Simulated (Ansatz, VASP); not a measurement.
**Sn3C: VASP beside Ansatz**

```
Sn C
1.0
     0.00000    3.60461    3.60461
     3.60461    0.00000    3.60461
     3.60461    3.60461    0.00000
Sn C
3 1
Cartesian
  1.8023 1.8023 1.8023
  5.4069 5.4069 5.4069
  3.6046 3.6046 3.6046
  0.0000 0.0000 0.0000
```

Alike in both runs: task relaxation of cell and atoms; functional PBE; k mesh 4 × 4 × 4; occupations gaussian, width 0.1 eV; no spin polarisation.

```csv
,VASP,Ansatz
version,VASP 6.6.1,Ansatz 0.2.0
potentials or method,"VASP PAW PBE potentials, release 64 (Sn_d, C), cutoff 600 eV","scalar-relativistic, plane waves, PAW"
valence electrons in the cell,46,46
```

```tsv
	VASP	Ansatz	Ansatz less VASP
gap on the k mesh at the Fermi level, each at its own relaxed structure (eV)	none	none	-
relaxed volume (Å³/atom)	21.88	21.89	+0.011
relaxed length of the cell vector where the two differ most in proportion (Å)	4.984	4.985	+0.0008
```

A gap of «none» marks a metal or a gap that the smearing closes.

The k mesh is coarse, so the values compare programs but aren't converged. Noted on VASP's run: too few bands were computed for a metal, which touches its energy and stress.
